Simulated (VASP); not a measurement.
# KSiH (P-6m2) in VASP: a series of runs

The runs below take KSiH through single point, relaxation of cell and atoms, with PBE.

All numbers are computed with VASP 6.6.1; they aren't measurements. Logs are shortened: lines on timing, memory, paths and dates and some standing lists are left out, and cuts for length are marked.

## 1. The cell of the first run

The structure is hexagonal, space group P-6m2 (No. 187). The conventional cell has a = 4.166 Å, b = 4.166 Å, c = 4.434 Å, α = 90.00°, β = 90.00°, γ = 120.00°. Within 4.5 Å of K (site symmetry -6m2) lie 6 Si at 3.27 Å and 6 H at 3.27 Å and 8 K at 4.17 to 4.43 Å. Within 3.3 Å of Si (site symmetry -6m2) lie 3 H at 2.40 Å and 6 K at 3.27 Å. Within 3.3 Å of H (site symmetry -6m2) lie 3 Si at 2.40 Å and 6 K at 3.27 Å.

The cell was generated, and may not be a known phase.

## 2. Single point, PBE

INCAR

```
SYSTEM = KSiH
ALGO     = Normal         ! electronic algorithm
EDIFF    = 1E-6           ! SCF threshold, eV
ENCUT    = 500            ! plane-wave cutoff, eV
GGA      = PE             ! functional
GGA_COMPAT= .FALSE.      
ISIF     = 2              ! what is computed and relaxed
ISMEAR   = 0              ! smearing method
LASPH    = .TRUE.         ! aspherical terms in the spheres
LCHARG   = .FALSE.        ! write CHGCAR
LREAL    = .FALSE.        ! projectors in reciprocal space
LWAVE    = .FALSE.        ! write WAVECAR
NBANDS   = 14             ! bands
NELM     = 120            ! most SCF steps
PREC     = Accurate       ! precision mode
SIGMA    = 0.1            ! smearing width, eV
```

KPOINTS

```
k-points
0
G
  6 6 4
  0 0 0
```

POSCAR

```
KSiH
1.0
    4.1655266100      0.0000000000      0.0000000000
   -2.0827633100      3.6074518700      0.0000000000
    0.0000000000      0.0000000000      4.4337036000
K Si H
1 1 1
Direct
    0.0000000000      0.0000000000      0.0000000000
    0.3333333300      0.6666666700      0.5000000000
    0.6666666700      0.3333333300      0.5000000000
```

Potentials or basis: VASP PAW PBE potentials, release 64 (K_sv, Si, H).

Run with:

```
cat potpaw_PBE.64/K_sv/POTCAR potpaw_PBE.64/Si/POTCAR potpaw_PBE.64/H/POTCAR > POTCAR
mpirun -np 1 vasp_std > vasp.out
```

OUTCAR:

```text
SYSTEM = KSiH
   EDIFF = 1E-6
   ENCUT = 500
   GGA = PE
   ISIF = 2
   ISMEAR = 0
   LASPH = .TRUE.
   LREAL = .FALSE.
   NELM = 120
   PREC = Accurate

 ion  position               nearest neighbor table
   1  0.000  0.000  0.000-   2 3.27   2 3.27   2 3.27   2 3.27   2 3.27   2 3.27
   2  0.333  0.667  0.500-   1 3.27   1 3.27   1 3.27   1 3.27   1 3.27   1 3.27
   3  0.667  0.333  0.500-

  LATTYP: Found a hexagonal cell.
 ALAT       =     4.1655266100
 C/A-ratio  =     1.0643800929

  Lattice vectors:

 A1 = (   4.1655266100,   0.0000000000,   0.0000000000)
 A2 = (  -2.0827633100,   3.6074518700,   0.0000000000)
 A3 = (   0.0000000000,   0.0000000000,   4.4337036000)

Analysis of symmetry for initial positions (statically):
=====================================================================
 Subroutine PRICEL returns:
 Original cell was already a primitive cell.

 Routine SETGRP: Setting up the symmetry group for a
 hexagonal supercell.

 Subroutine GETGRP returns: Found 12 space group operations
 (whereof 12 operations were pure point group operations)
 out of a pool of 24 trial point group operations.

The static configuration has the point symmetry D_3h.

Analysis of symmetry for dynamics (positions and initial velocities):
=====================================================================
 Subroutine PRICEL returns:
 Original cell was already a primitive cell.

 Routine SETGRP: Setting up the symmetry group for a
 hexagonal supercell.

 Subroutine GETGRP returns: Found 12 space group operations
 (whereof 12 operations were pure point group operations)
 out of a pool of 24 trial point group operations.

The dynamic configuration has the point symmetry D_3h.

 Subroutine INISYM returns: Found 12 space group operations
 (whereof 12 operations are pure point group operations),
 and found     1 'primitive' translations

----------------------------------------------------------------------------------------

                                     Primitive cell

  volume of cell :      66.6250

  direct lattice vectors                    reciprocal lattice vectors
     4.165526610  0.000000000  0.000000000     0.240065685  0.138601988  0.000000000
    -2.082763310  3.607451870  0.000000000     0.000000000  0.277203976  0.000000000
     0.000000000  0.000000000  4.433703600     0.000000000  0.000000000  0.225545073

[... 90 lines left out ...]
   TEBEG  =    0.0;   TEEND  =   0.0 temperature during run
   PSTRESS=    0.0 pullay stress
   NELECT =      14.0000    total number of electrons
   NUPDOWN=      -1.0000    fix difference up-down
   EMIN   =  10.00;   EMAX   =-10.00  energy-range for DOS
   EFERMI =   0.00;   METHOD = LEGACY
   ISMEAR =     0;   SIGMA  =   0.10  broadening in eV -4-tet -1-fermi 0-gaus
   EFERMI_NEDOS =   21; number of points for ismear=-14 and -15
   IALGO  =     38    algorithm
   IMIX   =      4    mixing-type and parameters
     AMIX     =   0.40;   BMIX     =  1.00
     AMIX_MAG =   1.60;   BMIX_MAG =  1.00
  volume/ion in A,a.u.               =      22.21       149.87
  Fermi-wavevector in a.u.,A,eV,Ry     =   0.973282  1.839235 12.888485  0.947277
  Thomas-Fermi vector in A             =   2.103648
   LORBIT       =      0    0 simple, 1 ext, 2 COOP (PROOUT), +10 PAW based schemes
   GGA     = PE    functional components
   LHFCALC =     F    Hartree Fock is set to
   AEXX    =    0.0000 exact exchange contribution
   IVDW    =     0    specifies the selected vdW correction
   LEPSILON=     F    determine dielectric tensor
   LRPA    =     F    only Hartree local field effects (RPA)
 non-spin polarized calculation
 Gauss-broadening in eV      SIGMA  =   0.10
  energy-cutoff  :      500.00
  volume of cell :       66.62
 maximum number of plane-waves:      1720
   NGX = 15   NGY = 15   NGZ = 17

 number of electron      14.0000001 magnetization

 Free energy of the ion-electron system (eV)
  ---------------------------------------------------
  ext. energy  EPLUGINS =         0.00000000
  ---------------------------------------------------
  free energy    TOTEN  =        -7.57990298 eV

  energy without entropy =       -7.56573912  energy(sigma->0) =       -7.57282105

 E-fermi :   1.6051     XC(G=0):  -8.1765

 val. band max:        1.5923861781   @ k =   0.3333   0.1667   0.2500
 cond. band min:       1.6532544504   @ k =   0.3333   0.3333   0.2500
 fundamental gap:      0.0608682723
 Fermi energy:         1.6051321734

 k-point     1 :       0.0000    0.0000    0.0000
  band No.  band energies     occupation
      1     -28.4879      2.00000
      2     -12.0409      2.00000
      3     -11.9387      2.00000
      4     -11.9387      2.00000
      5      -6.4774      2.00000
      6       1.7767      0.01523
      7       2.2294      0.00000
      8       2.9564      0.00000
      9       2.9564      0.00000
     10       4.3562      0.00000
     11       7.9398      0.00000
     12       7.9398      0.00000
     13       8.0178      0.00000
     14       9.0931      0.00000
[... 326 lines left out ...]
      1     -28.4671      2.00000
      2     -12.0939      2.00000
      3     -12.0801      2.00000
      4     -12.0585      2.00000
      5      -4.5581      2.00000
      6      -2.4594      2.00000
      7       1.0625      2.00000
      8       1.1538      2.00000
      9       5.0392      0.00000
     10       5.6910      0.00000
     11       7.0154      0.00000
     12       9.5370      0.00000
     13      10.1123      0.00000
     14      10.3221      0.00000

------------------------ aborting loop because EDIFF is reached ----------------------------------------

  FORCE on cell =-STRESS in cart. coord.  units (eV):
  Direction    XX          YY          ZZ          XY          YZ          ZX
  --------------------------------------------------------------------------------------
  -------------------------------------------------------------------------------------
  Total       -1.2083109     -1.2083109      1.3680594      0.0000000      0.0000000     -0.0000000
  in kB      -29.0570925    -29.0570926     32.8986754      0.0000000      0.0000000     -0.0000000
  external PRESSURE =      -8.4051699 kB  Pullay stress =       0.0000000 kB

 VOLUME and BASIS-vectors are now :
 -----------------------------------------------------------------------------
  energy-cutoff  :      500.00
  volume of cell :       66.62
      direct lattice vectors                 reciprocal lattice vectors
     4.165526610  0.000000000  0.000000000     0.240065685  0.138601988  0.000000000
    -2.082763310  3.607451870  0.000000000     0.000000000  0.277203976  0.000000000
     0.000000000  0.000000000  4.433703600     0.000000000  0.000000000  0.225545073

 POSITION                                       TOTAL-FORCE (eV/Angst)
 -----------------------------------------------------------------------------------
      0.00000      0.00000      0.00000        -0.000000     -0.000000      0.000000
     -0.00000      2.40497      2.21685         0.000000     -0.000000      0.000000
      2.08276      1.20248      2.21685        -0.000000      0.000000      0.000000
 -----------------------------------------------------------------------------------
    total drift:                                0.000001     -0.000001      0.000000

  FREE ENERGIE OF THE ION-ELECTRON SYSTEM (eV)
  ---------------------------------------------------
  free  energy   TOTEN  =        -7.5799029804 eV

  energy  without entropy=       -7.5657391155  energy(sigma->0) =       -7.57282105
```

OSZICAR:

```text
N       E                     dE             d eps       ncg     rms          rms(c)
DAV:   1     0.581245812446E+02    0.58125E+02   -0.56987E+03   588   0.836E+02
DAV:   2    -0.453362042436E+01   -0.62658E+02   -0.59302E+02   738   0.205E+02
DAV:   3    -0.756405771546E+01   -0.30304E+01   -0.30114E+01   896   0.344E+01
DAV:   4    -0.770288183846E+01   -0.13882E+00   -0.13876E+00   902   0.590E+00
DAV:   5    -0.770430400284E+01   -0.14222E-02   -0.14221E-02   846   0.653E-01    0.493E+00
DAV:   6    -0.758955676772E+01    0.11475E+00   -0.57251E-02   756   0.153E+00    0.337E+00
DAV:   7    -0.757782810023E+01    0.11729E-01   -0.46997E-02   792   0.110E+00    0.132E+00
DAV:   8    -0.757925488017E+01   -0.14268E-02   -0.95243E-03   872   0.542E-01    0.161E-01
DAV:   9    -0.757978850103E+01   -0.53362E-03   -0.10022E-03   756   0.204E-01    0.824E-02
DAV:  10    -0.757986476759E+01   -0.76267E-04   -0.86864E-05   804   0.521E-02    0.170E-02
DAV:  11    -0.757990117709E+01   -0.36409E-04   -0.47164E-05   744   0.406E-02    0.442E-03
DAV:  12    -0.757990285232E+01   -0.16752E-05   -0.30407E-06   774   0.107E-02    0.365E-03
DAV:  13    -0.757990298040E+01   -0.12809E-06   -0.60590E-07   634   0.458E-03
   1 F= -.75799030E+01 E0= -.75728210E+01  d E =-.141639E-01
```

stdout:

```text
POSCAR found type information on POSCAR K SiH
 POSCAR found :  3 types and       3 ions
 scaLAPACK will be used
 LDA part: xc-table for (Slater+PW92), standard interpolation
 POSCAR, INCAR and KPOINTS ok, starting setup
 FFT: planning ... GRIDC
 FFT: planning ... GRID_SOFT
 FFT: planning ... GRID
 WAVECAR not read
 entering main loop
```

Run time: 14 s. Hardware: 1 thread of Oxide Virtual Turin-like, shared host; peak memory 0.15 GiB.

What came out:

- Free energy: -7.5799 eV
- Pressure: -0.8 GPa
- Band gap on the k mesh: zero (bands 7 and 8 overlap by 1.12 eV)

Stress tensor (GPa, compression positive):
```
-2.91  0.00  0.00
 0.00 -2.91  0.00
 0.00  0.00  3.29
```

Caveat: the stress differs along the axes, from -3 to 3 GPa.

## 3. Single point, PBE

This run uses another cell than the first one, of 19.38 Å³/atom.

INCAR

```
PREC = Accurate
ENCUT = 500
EDIFF = 1E-6
ISMEAR = 0
SIGMA = 0.1
LREAL = False
LASPH = True
NELM = 120
ALGO = Normal
ISIF = 2
LWAVE = False
LCHARG = False
GGA = PE
NBANDS = 14
GGA_COMPAT = False
```

KPOINTS

```
regular mesh
0
Gamma
  12 12 10
```

POSCAR

```
KSiH
1.0
    3.4616475532      0.0000000024      0.0000000000
   -1.7308237787      2.9978747189      0.0000000000
    0.0000000000      0.0000000000      5.6026101597
K Si H
1 1 1
Direct
    0.0000000000      0.0000000000      0.0000000000
    0.3333333333      0.6666666667      0.5000000000
    0.6666666667      0.3333333333      0.5000000000
```

Potentials or basis: VASP PAW PBE potentials, release 64 (K_sv, Si, H).

Run with:

```
cat potpaw_PBE.64/K_sv/POTCAR potpaw_PBE.64/Si/POTCAR potpaw_PBE.64/H/POTCAR > POTCAR
mpirun -np 1 vasp_std > vasp.out
```

Run time: 71 s. Hardware: 1 thread of Oxide Virtual Turin-like, shared host; peak memory 0.21 GiB.

Results (log left out):

```
Free energy            : -8.1257 eV
Pressure               : 0.0 GPa
Band gap on the k mesh : zero (bands 7 and 8 overlap by 2.82 eV)
```

Levels at points of the mesh, in eV from the Fermi level:
```csv
k point,band 3,band 4,band 5,band 6,band 7,band 8,band 9,band 10,band 11,band 12
"(0.00, 0.00, 0.00)",-14.43,-14.43,-9.86,-1.38,0.23,3.12,3.85,3.85,6.35,6.35
"(0.50, 0.00, 0.00)",-14.60,-14.51,-6.81,-5.07,-0.19,2.05,2.34,3.17,3.88,5.29
"(0.00, 0.00, 0.50)",-14.42,-14.42,-9.59,-2.83,2.62,2.77,3.99,3.99,5.91,5.91
"(0.50, 0.00, 0.50)",-14.60,-14.52,-6.91,-4.88,-0.05,1.86,2.11,2.90,4.60,4.79
```

(Continued in part 2 of 2.)

The gap in the log of VASP goes by the Fermi energy; the results here count the filled bands.